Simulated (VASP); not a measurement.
# NaCl (mix) (Fm-3m) in VASP: notebook, part 2 of 2

VASP 6.6.1. The steps go on from the part before.

## Step 3: Relaxation of cell and atoms, PBE, target pressure 6.66 GPa, at which the enthalpy is minimised

Contents of INCAR:

```
PREC = Accurate ; ENCUT = 500
EDIFF = 1E-7 ; ISMEAR = 0
SIGMA = 0.02 ; LREAL = False
LASPH = True ; NELM = 120
ALGO = Normal ; ISIF = 3
LWAVE = False ; LCHARG = False
GGA = PE ; IBRION = 2
NSW = 100 ; EDIFFG = -0.002
PSTRESS = 66.6 ; GGA_COMPAT = False
NELMIN = 4
```

Contents of KPOINTS:

```
Automatic mesh
0
Gamma
  8 8 8
```

Contents of POSCAR:

```
NaCl
1.0
    0.0000000000      2.6784757372      2.6784757372
    2.6784757372      0.0000000000      2.6784757372
    2.6784757372      2.6784757372      0.0000000000
Na Cl
1 1
Direct
    0.0000000000      0.0000000000      0.0000000000
    0.5000000000      0.5000000000      0.5000000000
```

Potentials or basis: VASP PAW PBE potentials, release 64 (Na_pv, Cl).

Started as:

```console
$ cat potpaw_PBE.64/Na_pv/POTCAR potpaw_PBE.64/Cl/POTCAR > POTCAR
$ mpirun -np 1 vasp_std > vasp.out
```

OUTCAR:

```text
PREC = Accurate
   ENCUT = 500
   EDIFF = 1E-7
   ISMEAR = 0
   LREAL = False
   LASPH = True
   NELM = 120
   ISIF = 3
   GGA = PE
   IBRION = 2
   NSW = 100
   EDIFFG = -0.002
   PSTRESS = 66.6
   NELMIN = 4

 ion  position               nearest neighbor table
   1  0.000  0.000  0.000-   2 2.68   2 2.68   2 2.68   2 2.68   2 2.68   2 2.68
   2  0.500  0.500  0.500-   1 2.68   1 2.68   1 2.68   1 2.68   1 2.68   1 2.68

  LATTYP: Found a face centered cubic cell.
 ALAT       =     5.3569514744

  Lattice vectors:

 A1 = (   0.0000000000,   2.6784757372,   2.6784757372)
 A2 = (   2.6784757372,   0.0000000000,   2.6784757372)
 A3 = (   2.6784757372,   2.6784757372,   0.0000000000)

Analysis of symmetry for initial positions (statically):
=====================================================================
 Subroutine PRICEL returns:
 Original cell was already a primitive cell.

 Routine SETGRP: Setting up the symmetry group for a
 face centered cubic supercell.

 Subroutine GETGRP returns: Found 48 space group operations
 (whereof 48 operations were pure point group operations)
 out of a pool of 48 trial point group operations.

The static configuration has the point symmetry O_h .

Analysis of symmetry for dynamics (positions and initial velocities):
=====================================================================
 Subroutine PRICEL returns:
 Original cell was already a primitive cell.

 Routine SETGRP: Setting up the symmetry group for a
 face centered cubic supercell.

 Subroutine GETGRP returns: Found 48 space group operations
 (whereof 48 operations were pure point group operations)
 out of a pool of 48 trial point group operations.

The dynamic configuration has the point symmetry O_h .

 Subroutine INISYM returns: Found 48 space group operations
 (whereof 48 operations are pure point group operations),
 and found     1 'primitive' translations

----------------------------------------------------------------------------------------

                                     Primitive cell

  volume of cell :      38.4320

  direct lattice vectors                    reciprocal lattice vectors
     0.000000000  2.678475737  2.678475737    -0.186673336  0.186673336  0.186673336
     2.678475737  0.000000000  2.678475737     0.186673336 -0.186673336  0.186673336
     2.678475737  2.678475737  0.000000000     0.186673336  0.186673336 -0.186673336

  length of vectors
     3.787936714  3.787936714  3.787936714     0.323327702  0.323327702  0.323327702

  position of ions in fractional coordinates (direct lattice)
     0.000000000  0.000000000  0.000000000
     0.500000000  0.500000000  0.500000000

  ion indices of the primitive-cell ions
   primitive index   ion index
                 1           1
                 2           2

[... 107 lines left out ...]
 maximum number of plane-waves:       992
   NGX = 13   NGY = 13   NGZ = 13

--------------------------------------- Ionic step        1  -------------------------------------------

 number of electron      13.9999996 magnetization

 Free energy of the ion-electron system (eV)
  ---------------------------------------------------
  ext. energy  EPLUGINS =         0.00000000
  ---------------------------------------------------
  free energy    TOTEN  =        -6.64039247 eV

  energy without entropy =       -6.64039247  energy(sigma->0) =       -6.64039247

------------------------ aborting loop because EDIFF is reached ----------------------------------------

  FORCE on cell =-STRESS in cart. coord.  units (eV):
  Direction    XX          YY          ZZ          XY          YZ          ZX
  --------------------------------------------------------------------------------------
  -------------------------------------------------------------------------------------
  Total        1.5909169      1.5909169      1.5909169      0.0000000      0.0000000     -0.0000000
  in kB       66.3231160     66.3231160     66.3231160      0.0000000      0.0000000     -0.0000000
  external PRESSURE =      -0.2768840 kB  Pullay stress =      66.6000000 kB

 VOLUME and BASIS-vectors are now :
 -----------------------------------------------------------------------------
  energy-cutoff  :      500.00
  volume of cell :       38.43
      direct lattice vectors                 reciprocal lattice vectors
     0.000000000  2.678475737  2.678475737    -0.186673336  0.186673336  0.186673336
     2.678475737  0.000000000  2.678475737     0.186673336 -0.186673336  0.186673336
     2.678475737  2.678475737  0.000000000     0.186673336  0.186673336 -0.186673336

 POSITION                                       TOTAL-FORCE (eV/Angst)
 -----------------------------------------------------------------------------------
      0.00000      0.00000      0.00000         0.000000     -0.000000      0.000000
      2.67848      2.67848      2.67848        -0.000000      0.000000     -0.000000
 -----------------------------------------------------------------------------------
    total drift:                                0.000000      0.000000      0.000000

  FREE ENERGIE OF THE ION-ELECTRON SYSTEM (eV)
  ---------------------------------------------------
  free  energy   TOTEN  =        -6.6403924683 eV

  energy  without entropy=       -6.6403924683  energy(sigma->0) =       -6.64039247

  enthalpy is  TOTEN    =        -5.0428338864 eV   P V=        1.5975585819

--------------------------------------- Ionic step        2  -------------------------------------------

 number of electron      13.9999996 magnetization

 Free energy of the ion-electron system (eV)
  ---------------------------------------------------
  ext. energy  EPLUGINS =         0.00000000
  ---------------------------------------------------
  free energy    TOTEN  =        -6.63962677 eV

  energy without entropy =       -6.63962677  energy(sigma->0) =       -6.63962677

 E-fermi :   0.4203     XC(G=0):  -8.8499

 val. band max:        0.2690855718   @ k =   0.0000   0.0000   0.0000
 cond. band min:       6.0451227693   @ k =   0.0000   0.0000   0.0000
 fundamental gap:      5.7760371975
 Fermi energy:         0.4203132683

 k-point     1 :       0.0000    0.0000    0.0000
  band No.  band energies     occupation
      1     -20.3024      2.00000
      2     -20.3024      2.00000
      3     -20.3024      2.00000
      4     -12.7973      2.00000
      5       0.2691      2.00000
      6       0.2691      2.00000
      7       0.2691      2.00000
      8       6.0451      0.00000
      9      11.5065      0.00000
     10      11.5065      0.00000
     11      11.5065      0.00000
[... 309 lines left out ...]
 k-point    24 :      -0.3750    0.2500    0.1250
  band No.  band energies     occupation
      1     -20.3504      2.00000
      2     -20.3179      2.00000
      3     -20.3105      2.00000
      4     -12.2231      2.00000
      5      -1.8343      2.00000
      6      -0.7280      2.00000
      7      -0.2797      2.00000
      8       8.9809      0.00000
      9      10.3628      0.00000
     10      11.2719      0.00000
     11      12.5601      0.00000

 [... further k-points ...]
[... 5 lines left out ...]
  --------------------------------------------------------------------------------------
  -------------------------------------------------------------------------------------
  Total        1.5963763      1.5963763      1.5963763      0.0000000      0.0000000     -0.0000000
  in kB       66.5827081     66.5827081     66.5827081      0.0000000      0.0000000     -0.0000000
  external PRESSURE =      -0.0172919 kB  Pullay stress =      66.6000000 kB

 VOLUME and BASIS-vectors are now :
 -----------------------------------------------------------------------------
  energy-cutoff  :      500.00
  volume of cell :       38.41
      direct lattice vectors                 reciprocal lattice vectors
     0.000000000  2.678046627  2.678046627    -0.186703247  0.186703247  0.186703247
     2.678046627  0.000000000  2.678046627     0.186703247 -0.186703247  0.186703247
     2.678046627  2.678046627  0.000000000     0.186703247  0.186703247 -0.186703247

 POSITION                                       TOTAL-FORCE (eV/Angst)
 -----------------------------------------------------------------------------------
      2.67805      5.35609      2.67805         0.000000      0.000000      0.000000
      2.67805      2.67805      2.67805        -0.000000     -0.000000     -0.000000
 -----------------------------------------------------------------------------------
    total drift:                                0.000000      0.000000      0.000000

  FREE ENERGIE OF THE ION-ELECTRON SYSTEM (eV)
  ---------------------------------------------------
  free  energy   TOTEN  =        -6.6396267662 eV

  energy  without entropy=       -6.6396267662  energy(sigma->0) =       -6.63962677

  enthalpy is  TOTEN    =        -5.0428358816 eV   P V=        1.5967908845

 reached required accuracy - stopping structural energy minimisation
```

CONTCAR:

```text
NaCl
   1.00000000000000
     0.0000000000000000    2.6780466265741536    2.6780466265741536
     2.6780466265741536    0.0000000000000000    2.6780466265741536
     2.6780466265741536    2.6780466265741536    0.0000000000000000
  Na              Cl
     1     1
Direct
     1.0000000000000000    0.0000000000000000    1.0000000000000000
     0.5000000000000000    0.5000000000000000    0.5000000000000000

  0.00000000E+00  0.00000000E+00  0.00000000E+00
  0.00000000E+00  0.00000000E+00  0.00000000E+00
```

Wall time 20 s (1 thread of AMD EPYC 7R43 (Zen 3), shared host); peak memory 0.12 GiB.

What came out:

| Quantity | Value |
| --- | --- |
| Free energy | -6.6396 eV |
| Relaxed volume | 19.21 Å³/atom |
| Relaxed cell | a = 3.787 Å, b = 3.787 Å, c = 3.787 Å, α = 60.00°, β = 60.00°, γ = 60.00° |
| Space group after relaxing (to 0.05 Å) | Fm-3m (No. 225) |
| Energy change on relaxing (the enthalpy is what falls) | +0.4 meV/atom |
| Ionic steps | 2 |
| Pressure after relaxing | 6.7 GPa |
| Band gap on the k mesh | 5.78 eV, direct |

Step by step:
```tsv
step	energy change (eV)	largest force (eV/Å)	pressure (GPa)	volume (Å³)
1	0.0000	0.0000	6.63	38.43
2	0.0008	0.0000	6.66	38.41
```

Final structure:
```cif
data_structure
_symmetry_space_group_name_H-M 'P 1'
_symmetry_Int_Tables_number 1
_cell_length_a 3.7873
_cell_length_b 3.7873
_cell_length_c 3.7873
_cell_angle_alpha 60.000
_cell_angle_beta 60.000
_cell_angle_gamma 60.000
_cell_volume 38.41
loop_
_atom_site_label
_atom_site_type_symbol
_atom_site_fract_x
_atom_site_fract_y
_atom_site_fract_z
_atom_site_occupancy
Na1 Na 0.00000 0.00000 0.00000 1
Cl1 Cl 0.50000 0.50000 0.50000 1
```

Caveat: the cell is relaxed towards a set pressure, so the enthalpy falls and the energy may rise. Expect the measured gap to be larger: semilocal functionals such as PBE lack the derivative discontinuity.
